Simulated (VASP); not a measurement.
# CsPbBr3 in VASP: further runs, part 2 of 2

VASP 6.6.1. The steps go on from the part before.

### 3 Relaxation of cell and atoms, r2SCAN

File POSCAR:

```
CsPbBr3
1.0
    5.8700000000      0.0000000000      0.0000000000
    0.0000000000      5.8700000000      0.0000000000
    0.0000000000      0.0000000000      5.8700000000
Pb Cs Br
1 1 3
Direct
    0.5000000000      0.5000000000      0.5000000000
    0.0000000000      0.0000000000      0.0000000000
    0.5000000000      0.5000000000      0.0000000000
    0.5000000000      0.0000000000      0.5000000000
    0.0000000000      0.5000000000      0.5000000000
```

File INCAR.step1:

```
SYSTEM = CsPbBr3
ALGO     = Normal         ! electronic algorithm
EDIFF    = 1E-4           ! SCF threshold, eV
ENCUT    = 600            ! plane-wave cutoff, eV
GGA      = PE             ! functional
ISMEAR   = -1             ! smearing method
LASPH    = .True.         ! aspherical terms in the spheres
LCHARG   = .False.        ! write CHGCAR
LREAL    = .False.        ! projectors in reciprocal space
LWAVE    = .True.         ! write WAVECAR
NELM     = 60             ! most SCF steps
PREC     = Accurate       ! precision mode
SIGMA    = 0.05           ! smearing width, eV
```

File INCAR.step2:

```
SYSTEM = CsPbBr3
ALGO     = Normal         ! electronic algorithm
EDIFF    = 1E-6           ! SCF threshold, eV
EDIFFG   = -0.01          ! ionic threshold
ENCUT    = 600            ! plane-wave cutoff, eV
IBRION   = 2              ! ionic algorithm
ISIF     = 3              ! what is computed and relaxed
ISMEAR   = -1             ! smearing method
ISTART   = 1            
LASPH    = .True.         ! aspherical terms in the spheres
LCHARG   = .False.        ! write CHGCAR
LMIXTAU  = .True.       
LREAL    = .False.        ! projectors in reciprocal space
LWAVE    = .False.        ! write WAVECAR
METAGGA  = R2SCAN         ! meta-GGA
NELM     = 60             ! most SCF steps
NSW      = 60             ! ionic steps
PREC     = Accurate       ! precision mode
SIGMA    = 0.05           ! smearing width, eV
```

File KPOINTS:

```
k-points
0
Gamma
  5 5 5
  0 0 0
```

Potentials or basis: VASP PAW PBE potentials, release 64 (Pb_d, Cs_sv, Br).

Run with:

```
cat potpaw_PBE.64/Pb_d/POTCAR potpaw_PBE.64/Cs_sv/POTCAR potpaw_PBE.64/Br/POTCAR > POTCAR
cp INCAR.step1 INCAR
mpirun -np 1 vasp_std > vasp.out
cp INCAR.step2 INCAR
mpirun -np 1 vasp_std > vasp.out
```

OUTCAR:

```text
SYSTEM = CsPbBr3
   EDIFF = 1E-6
   EDIFFG = -0.01
   ENCUT = 600
   IBRION = 2
   ISIF = 3
   ISMEAR = -1
   ISTART = 1
   LASPH = .True.
   LREAL = .False.
   METAGGA = R2SCAN
   NELM = 60
   NSW = 60
   PREC = Accurate

 ion  position               nearest neighbor table
   1  0.500  0.500  0.500-   3 2.94   4 2.94   5 2.94   3 2.94   4 2.94   5 2.94
   2  0.000  0.000  0.000-
   3  0.500  0.500  0.000-   1 2.94   1 2.94
   4  0.500  0.000  0.500-   1 2.94   1 2.94
   5  0.000  0.500  0.500-   1 2.94   1 2.94

  LATTYP: Found a simple cubic cell.
 ALAT       =     5.8700000000

  Lattice vectors:

 A1 = (   5.8700000000,   0.0000000000,   0.0000000000)
 A2 = (   0.0000000000,   5.8700000000,   0.0000000000)
 A3 = (   0.0000000000,   0.0000000000,   5.8700000000)

Analysis of symmetry for initial positions (statically):
=====================================================================
 Subroutine PRICEL returns:
 Original cell was already a primitive cell.

 Routine SETGRP: Setting up the symmetry group for a
 simple cubic supercell.

[... 143 lines left out ...]
  volume of cell :      202.26
 maximum number of plane-waves:      6767
 NGX is ok and might be reduce to    48
   NGX = 23   NGY = 23   NGZ = 23

--------------------------------------- Ionic step        1  -------------------------------------------

 number of electron      44.0000000 magnetization

 Free energy of the ion-electron system (eV)
  ---------------------------------------------------
  ext. energy  EPLUGINS =         0.00000000
  ---------------------------------------------------
  free energy    TOTEN  =      -128.47431877 eV

  energy without entropy =     -128.47431877  energy(sigma->0) =     -128.47431877

------------------------ aborting loop because EDIFF is reached ----------------------------------------

  FORCE on cell =-STRESS in cart. coord.  units (eV):
  Direction    XX          YY          ZZ          XY          YZ          ZX
  --------------------------------------------------------------------------------------
  -------------------------------------------------------------------------------------
  Total        0.9462893      0.9462893      0.9462893      0.0000000      0.0000000     -0.0000000
  in kB        7.4958386      7.4958386      7.4958386      0.0000000      0.0000000     -0.0000000
  external PRESSURE =       7.4958386 kB  Pullay stress =       0.0000000 kB
[... 65 lines left out ...]
--------------------------------------- Ionic step        3  -------------------------------------------

 number of electron      43.9999991 magnetization

 Free energy of the ion-electron system (eV)
  ---------------------------------------------------
  ext. energy  EPLUGINS =         0.00000000
  ---------------------------------------------------
  free energy    TOTEN  =      -128.48953464 eV

  energy without entropy =     -128.48953464  energy(sigma->0) =     -128.48953464

 E-fermi :   1.2614     XC(G=0):  -7.8939

 val. band max:        0.1283921844   @ k =   0.4000   0.4000   0.4000
 cond. band min:       3.1792907765   @ k =   0.4000   0.4000   0.4000
 fundamental gap:      3.0508985920
 Fermi energy:         1.2614482115

 k-point     1 :       0.0000    0.0000    0.0000
  band No.  band energies     occupation
      1     -21.2820      2.00000
      2     -16.6424      2.00000
      3     -16.6424      2.00000
      4     -16.4950      2.00000
      5     -16.4950      2.00000
      6     -16.4950      2.00000
[... 311 lines left out ...]
  FREE ENERGIE OF THE ION-ELECTRON SYSTEM (eV)
  ---------------------------------------------------
  free  energy   TOTEN  =      -128.4895346422 eV

  energy  without entropy=     -128.4895346422  energy(sigma->0) =     -128.48953464

 reached required accuracy - stopping structural energy minimisation
```

OUTCAR.step1:

```text
SYSTEM = CsPbBr3
   EDIFF = 1E-4
   ENCUT = 600
   GGA = PE
   ISMEAR = -1
   LASPH = .True.
   LREAL = .False.
   NELM = 60
[... 503 lines left out ...]
      2.93500      2.93500      0.00000         0.000000      0.000000      0.000000
      2.93500      0.00000      2.93500         0.000000      0.000000      0.000000
      0.00000      2.93500      2.93500         0.000000      0.000000      0.000000
 -----------------------------------------------------------------------------------
    total drift:                                0.000000     -0.000000     -0.000000

  FREE ENERGIE OF THE ION-ELECTRON SYSTEM (eV)
  ---------------------------------------------------
  free  energy   TOTEN  =       -15.8491838225 eV

  energy  without entropy=      -15.8491838225  energy(sigma->0) =      -15.84918382
```

Wall time 14 min (1 thread of Intel Xeon 8259CL, shared host); peak memory 0.41 GiB.

What came out:

- Free energy: -128.4895 eV
- Relaxed volume: 41.81 Å³/atom
- Relaxed cell: a = 5.935 Å, b = 5.935 Å, c = 5.935 Å, α = 90.00°, β = 90.00°, γ = 90.00°
- Space group after relaxing (to 0.1 Å): Pm-3m (No. 221)
- Energy gained by relaxing: 3.0 meV/atom
- Ionic steps: 3
- Pressure after relaxing: 0.0 GPa
- Band gap on the k mesh: 3.05 eV

Step by step:
| step | energy change (eV) | largest force (eV/Å) | pressure (GPa) | volume (Å³) |
| --- | --- | --- | --- | --- |
| 1 | 0.0000 | 0.0000 | 0.75 | 202.26 |
| 2 | -0.0148 | 0.0000 | 0.12 | 207.85 |
| 3 | -0.0152 | 0.0000 | 0.00 | 209.03 |

Final structure:
```
CELL_PARAMETERS angstrom
5.93476 0.00000 0.00000
0.00000 5.93476 0.00000
0.00000 0.00000 5.93476
ATOMIC_POSITIONS crystal
Pb 0.50000 0.50000 0.50000
Cs 0.00000 0.00000 0.00000
Br 0.50000 0.50000 0.00000
Br 0.50000 0.00000 0.50000
Br 0.00000 0.50000 0.50000
```

Caveat: the PAW data sets were made with another functional, which shifts forces and pressure a little; spin-orbit coupling is left out, which moves the levels of the heavy elements; an odd mesh through Γ misses points on the zone boundary, where band edges can lie. Zero-point motion and thermal expansion aren't in these numbers.

### 4 Relaxation of the atoms, PBEsol

This run uses another cell than the first one, of 39.65 Å³/atom.

File INCAR:

```
  PREC = Accurate
  ENCUT = 450
  EDIFF = 1E-7
  ISMEAR = -1
  SIGMA = 0.05
  LREAL = F
  LASPH = T
  NELM = 120
  ALGO = Normal
  ISIF = 2
  LWAVE = F
  LCHARG = F
  GGA = PS
  IBRION = 2
  NSW = 60
  EDIFFG = -0.01
  GGA_COMPAT = F
  NELMIN = 4
```

File KPOINTS:

```
regular mesh
0
Gamma
  4 4 4
```

Changes to POSCAR since step 3:

```diff
@@ -2,4 +2,4 @@
 1.0
-    5.8700000000      0.0000000000      0.0000000000
-    0.0000000000      5.8700000000      0.0000000000
+    5.8113000000      0.0000000000      0.0000000000
+    0.0000000000      5.8113000000      0.0000000000
     0.0000000000      0.0000000000      5.8700000000
```

Run with:

```
cat potpaw_PBE.64/Pb_d/POTCAR potpaw_PBE.64/Cs_sv/POTCAR potpaw_PBE.64/Br/POTCAR > POTCAR
mpirun -np 1 vasp_std > vasp.out
```

Wall time 61 s (1 thread of Intel Xeon Platinum 8259CL at 2.50GHz (Skylake/Cascade Lake), shared host); peak memory 0.29 GiB.

The run converged. Its results:

```yaml
Free_energy: -16.7614 eV
Pressure_after_relaxing: 0.6 GPa
Band_gap_on_the_k_mesh: 1.28 eV
```

Stress tensor (GPa, compression positive):
```
0.77 0.00 0.00
0.00 0.77 0.00
0.00 0.00 0.26
```

Final structure:
```
Pb Cs Br
1.0
     5.81130    0.00000    0.00000
     0.00000    5.81130    0.00000
     0.00000    0.00000    5.87000
Pb Cs Br
1 1 3
Direct
  0.50000 0.50000 0.50000
  0.00000 0.00000 0.00000
  0.50000 0.50000 0.00000
  0.50000 0.00000 0.50000
  0.00000 0.50000 0.50000
```

Levels at points of the mesh, in eV from the valence-band top:
```
           k point  band 18  band 19  band 20  band 21  band 22  band 23  band 24  band 25  band 26
(0.00, 0.00, 0.00)    -2.31    -2.31    -2.19    -2.19    -2.19     2.77     3.86     3.88     4.61
(0.50, 0.00, 0.00)    -2.48    -2.46    -2.31    -2.31    -1.49     2.45     4.28     4.85     4.97
(0.50, 0.50, 0.00)    -2.57    -2.57    -2.41    -1.81    -0.70     1.92     1.92     4.65     5.00
(0.00, 0.00, 0.50)    -2.45    -2.45    -2.31    -2.31    -1.56     2.42     4.24     4.84     4.91
(0.50, 0.00, 0.50)    -2.56    -2.54    -2.41    -1.82    -0.77     1.89     1.96     4.82     4.99
(0.50, 0.50, 0.50)    -2.40    -1.81    -1.81    -1.79     0.00     1.28     1.36     1.36     4.28
```

Caveat: the PAW data sets were made with another functional, which shifts forces and pressure a little; spin-orbit coupling is left out, which moves the levels of the heavy elements.

### 5 Summary

```csv
task,level,cell,k mesh,cutoff (eV),gap on the mesh (eV),pressure (GPa),relaxed volume (Å³/atom)
relaxation of cell and atoms,PBE,"relaxed from a = 5.870 Å, 5 atoms",5 × 5 × 5,600,2.75,0.0,43.20
relaxation of cell and atoms,r2SCAN,"relaxed from a = 5.870 Å, 5 atoms",5 × 5 × 5,600,3.05,0.0,41.81
relaxation of the atoms,PBEsol,"atoms relaxed from a = 5.811, b = 5.811, c = 5.870 Å, 5 atoms",4 × 4 × 4,450,1.28,0.6,-
```

Alike in all rows: potentials or basis VASP PAW PBE potentials, release 64 (Pb_d, Cs_sv, Br); no spin polarisation; smearing fermi-dirac 0.05 eV.

Caveats: spin-orbit coupling is left out, which moves the levels of the heavy elements; an odd mesh through Γ misses points on the zone boundary, where band edges can lie (at least some runs); the PAW data sets were made with another functional, which shifts forces and pressure a little (at least some runs).

Total energies depend on the potentials used, so only differences within one code and one set of settings carry meaning.
